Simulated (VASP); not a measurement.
Se: single point with revPBE

Se:

```xyz
1
Lattice="0.0000 2.2689 2.2689 2.2689 0.0000 2.2689 2.2689 2.2689 0.0000" Properties=species:S:1:pos:R:3 pbc="T T T"
Se    0.0000    0.0000    0.0000
```

This isn't the form of Se at room conditions, which is trigonal, of chains.

```json
{
 "Program": "VASP 6.6.1",
 "Task": "single point",
 "Functional": "revPBE",
 "Potentials or basis": "VASP PAW PBE potentials, release 64 (Se)",
 "Cutoff": "520 eV",
 "k mesh": "14 × 14 × 14",
 "Occupations": "fermi-dirac, width 0.1 eV",
 "Spin": "no spin polarisation",
 "Dipole correction": "no",
 "Further INCAR settings": "ALGO = Normal; EDIFF = 1e-07; NBANDS = 9"
}
```

| Item | Value |
| --- | --- |
| Pressure | -5.5 GPa |
| Band gap on the k mesh | zero (bands 3 and 4 overlap by 4.07 eV) |

Levels at points of the mesh, in eV from the Fermi level:
```
           k point  band 1  band 2  band 3  band 4  band 5  band 6
(0.00, 0.00, 0.00)  -14.91    2.38    2.38    2.38    9.56   11.78
(0.50, 0.00, 0.00)  -12.44   -5.61    1.38    1.38    8.06   11.00
(0.50, 0.50, 0.00)  -11.53   -4.89   -0.68   -0.68    5.31    6.33
```

Run time: 20 s on 1 thread of Intel Xeon 8259CL, on a shared host, peak memory 0.15 GiB.

Caveat: the cell stands under tension; the PAW data sets were made with another functional, which shifts forces and pressure a little.
